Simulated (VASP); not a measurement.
Input of a VASP 6.6.1 run:

The input INCAR:

```
PREC = Accurate ; ENCUT = 600
EDIFF = 1E-6 ; ISMEAR = 0
SIGMA = 0.1 ; LREAL = F
LASPH = T ; NELM = 200
ALGO = Normal ; ISIF = 2
LWAVE = F ; LCHARG = T
ISPIN = 2 ; MAGMOM = 0 0 0 1
LORBIT = 11 ; GGA = PE
LELF = T ; LVHAR = T
NBANDS = 28 ; GGA_COMPAT = F
```

The input KPOINTS:

```
regular mesh
0
Gamma
  6 6 4
```

The input POSCAR:

```
Zn2SiN
1.0
    3.0826238993      0.0000000000      0.0000000000
   -1.5413119497      2.6696306071      0.0000000000
    0.0000000000      0.0000000000      6.5065754719
Zn Si N
2 1 1
Direct
    0.3333333333      0.6666666667      0.1734491185
    0.6666666667      0.3333333333      0.8265508815
    0.0000000000      0.0000000000      0.5000000000
    0.0000000000      0.0000000000      0.0000000000
```

Potentials or basis: VASP PAW PBE potentials, release 64 (Zn, Si, N).

Run with:

```sh
$ cat potpaw_PBE.64/Zn/POTCAR potpaw_PBE.64/Si/POTCAR potpaw_PBE.64/N/POTCAR > POTCAR
$ mpirun -np 1 vasp_std > vasp.out
```

Predict the net moment.

0.00 μB per cell.

What does it give for the pressure?

0.4 GPa.

Stress tensor (GPa, compression positive):
```
0.31 0.00 0.00
0.00 0.31 0.00
0.00 0.00 0.56
```

Caveat: the k points lie up to 0.39 Å⁻¹ apart.
